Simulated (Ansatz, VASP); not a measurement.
# Te2Mo in VASP and in Ansatz

INCAR

```
SYSTEM = Te2Mo
  PREC = Accurate
  ENCUT = 520
  EDIFF = 1E-6
  ISMEAR = -1
  SIGMA = 0.05
  LREAL = .FALSE.
  LASPH = .TRUE.
  NELM = 80
  ALGO = Normal
  ISIF = 2
  LWAVE = .FALSE.
  LCHARG = .FALSE.
  GGA = B5
  ALDAX = 1.0
  AGGAX = 1.0
  AGGAC = 1.0
  ALDAC = 0.0
  IVDW = 12
  VDW_S6 = 1.0
  VDW_S8 = 2.6996
  VDW_A1 = 0.4298
  VDW_A2 = 4.2359
  NBANDS = 35
```

Contents of KPOINTS:

```
regular mesh
0
G
  9 9 2
  0 0 0
```

Contents of POSCAR:

```
Te2Mo
1.0
    3.5182000000      0.0000000000      0.0000000000
   -1.7591000000      3.0468505756      0.0000000000
    0.0000000000      0.0000000000     13.9736000000
Te Mo
4 2
Direct
    0.6666666667      0.3333333333      0.3790000000
    0.3333333333      0.6666666667      0.8790000000
    0.6666666667      0.3333333333      0.1210000000
    0.3333333333      0.6666666667      0.6210000000
    0.6666666667      0.3333333333      0.7500000000
    0.3333333333      0.6666666667      0.2500000000
```

Contents of input.yaml:

```yaml
crystal:
  lattice:
    - [3.5182, 0.0, 0.0]
    - [-1.7591, 3.0468505756, 0.0]
    - [0.0, 0.0, 13.9736]
  atoms:
    - { symbol: Te, position: [0.6666666667, 0.3333333333, 0.379] }
    - { symbol: Te, position: [0.3333333333, 0.6666666667, 0.879] }
    - { symbol: Te, position: [0.6666666667, 0.3333333333, 0.121] }
    - { symbol: Te, position: [0.3333333333, 0.6666666667, 0.621] }
    - { symbol: Mo, position: [0.6666666667, 0.3333333333, 0.75] }
    - { symbol: Mo, position: [0.3333333333, 0.6666666667, 0.25] }
hamiltonian:
  xc: blyp
  pseudopotentials: { kind: paw }
  dispersion: d3bj
kpoints:
  mp_grid: { grid: [9, 9, 2] }
scf:
  occupations: { method: fermi_dirac, width: 0.05 }
output:
  forces: true
  stress: true
  eigenvalues: true
  write_density: true
  write_potential: true
  elf: true
  volumetric_format: npy
```

Alike in both runs: task single point; functional BLYP; dispersion D3(BJ); k mesh 9 × 9 × 2; occupations fermi-dirac, width 0.05 eV; no spin polarisation.

|  | VASP | Ansatz |
| --- | --- | --- |
| version | VASP 6.6.1 | Ansatz 0.2.0 |
| potentials or method | VASP PAW PBE potentials, release 64 (Te, Mo_sv) | Ansatz PAW |
| plane-wave cutoff (eV) | 520 | 420 |
| valence electrons in the cell | 52 | 92 |

|  | VASP | Ansatz | Ansatz less VASP |
| --- | --- | --- | --- |
| gap on the k mesh at the Fermi level (eV) | 0.80 | 0.82 | +0.011 |
| least direct gap on the mesh (eV) | 1.04 | 1.04 | -0.002 |
| pressure (GPa) | 1.4 | 1.1 | -0.38 |
| traceless stress, the component that is largest in VASP (GPa) | -0.42 | -0.54 | -0.119 |
| rms of the force components (eV/Å) | 0.232 | 0.203 | -0.0291 |

VASP's potentials were made for PBE, not for BLYP. Atom by atom the forces differ by 0.029 eV/Å (rms over components). VASP's potentials hold 52 valence electrons a cell and Ansatz's 92, so a difference there can come from the potentials and not from the codes.

Neither program's run includes spin-orbit coupling. Noted on Ansatz's run: odd divisions of the mesh miss points on the zone boundary, where band edges often lie, so the gap on the mesh can be too wide.
